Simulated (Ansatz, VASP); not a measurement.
C: VASP beside Ansatz

```xyz
2
Lattice="0.0000 1.7893 1.7893 1.7893 0.0000 1.7893 1.7893 1.7893 0.0000" Properties=species:S:1:pos:R:3 pbc="T T T"
C     1.7893    1.7893    1.7893
C     2.6840    2.6840    2.6840
```

Change from the starting cell: volume scaled by 1.01.

Alike in both runs: task single point; functional PBE; k mesh 20 × 20 × 20; occupations fermi-dirac, width 0.08 eV; no spin polarisation.

```csv
,VASP,Ansatz
version,VASP 6.6.1,Ansatz 0.2.0
potentials or method,"VASP PAW PBE potentials, release 64 (C), cutoff 520 eV","all-electron LAPW, scalar-relativistic"
```

|  | VASP | Ansatz | Ansatz less VASP |
| --- | --- | --- | --- |
| gap on the k mesh at the Fermi level (eV) | 4.11 | 4.12 | +0.008 |
| pressure (GPa) | -1.9 | -2.6 | -0.67 |

Ansatz ran all-electron here, and VASP with PAW potentials.
